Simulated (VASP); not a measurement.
Set up this calculation in VASP 6.6.1, as the native input.

```yaml
Task: single point
Functional: PBE
Potentials_or_basis: VASP PAW PBE potentials, release 64 (Gd, Al, N)
Cutoff: 520 eV
k_mesh: 6 × 6 × 6
Occupations: gaussian, width 0.1 eV
Spin: collinear spin, ferromagnetic start
Starting_moments: "[7.0, 0.0, 0.0, 0.0, 0.0, 0.0] μB"
Dipole_correction: no
Further_INCAR_settings: ALGO = Normal; EDIFF = 1e-07; NBANDS = 32
```

The structure of GdAl2N3 lies in POSCAR:

```
GdAl2N3
1.0
    2.5967127400      1.4992128000      3.6542160500
   -2.5967127400      1.4992128000      3.6542160500
    0.0000000000     -2.9984256000      3.6542160500
Gd Al N
1 2 3
Direct
    0.0000000000      0.0000000000      0.0000000000
    0.6297956100      0.6297956100      0.6297956100
    0.3702043900      0.3702043900      0.3702043900
    0.0000000000      0.0000000000      0.5000000000
    0.5000000000      0.0000000000      0.0000000000
    0.0000000000      0.5000000000      0.0000000000
```

One way to write it, as run:

INCAR

```
SYSTEM = GdAl2N3
  PREC = Accurate
  ENCUT = 520
  EDIFF = 1E-7
  ISMEAR = 0
  SIGMA = 0.1
  LREAL = .FALSE.
  LASPH = .TRUE.
  NELM = 150
  ALGO = Normal
  ISIF = 2
  LWAVE = .FALSE.
  LCHARG = .TRUE.
  ISPIN = 2
  MAGMOM = 7 0 0 0 0 0
  LORBIT = 11
  LMAXMIX = 6
  GGA = PE
  LELF = .TRUE.
  LVHAR = .TRUE.
  NBANDS = 32
```

KPOINTS

```
Automatic mesh
0
G
  6 6 6
  0 0 0
```

Potentials or basis: VASP PAW PBE potentials, release 64 (Gd, Al, N).

Command:

```bash
$ cat potpaw_PBE.64/Gd/POTCAR potpaw_PBE.64/Al/POTCAR potpaw_PBE.64/N/POTCAR > POTCAR
$ mpirun -np 1 vasp_std > vasp.out
```

Results of the run:

The pressure is -3.2 GPa. The largest force is 0.775 eV/Å. The net moment is 6.46 μB per cell. The site moments are Gd +6.65; Al -0.01; N -0.10 μB. The valence electrons inside the program's atomic spheres are Gd 15.37; Al 0.70; N 3.45.

Caveat: a cell with one magnetic atom can't hold antiferromagnetic order, which such compounds often take.

Run time: 6.8 min on 1 thread of Intel(R) Xeon(R) Platinum 8559C (Emerald Rapids), on a shared host, peak memory 0.35 GiB.
